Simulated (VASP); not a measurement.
Ge:

```
CELL_PARAMETERS angstrom
1.45768 -2.54172 0.00000
1.45768 2.54172 0.00000
0.00000 0.00000 4.63109
ATOMIC_POSITIONS crystal
Ge 0.33345 0.66655 0.25000
Ge 0.66655 0.33345 0.75000
```

Base run:

* Program: VASP 6.6.1
* Functional: r2SCAN
* Potentials or basis: VASP PAW PBE potentials, release 64 (Ge_d)
* Cutoff: 520 eV
* k mesh: 10 × 10 × 6
* Occupations: fermi-dirac, width 0.05 eV
* Spin: no spin polarisation

Its results: band gap on the k mesh zero (band 14 reaches 15.23 eV, above the bottom of band 15 at 5.16 eV); pressure 7.4 GPa.

Question: The run is repeated on the same cell with these changes: functional from r2SCAN to PBE. What comes out?

Answer: Band gap on the k mesh zero (band 14 reaches 14.95 eV, above the bottom of band 15 at 5.42 eV); pressure 10.3 GPa.

Caveats: the PAW data sets were made with another functional, which shifts forces and pressure a little (some runs).
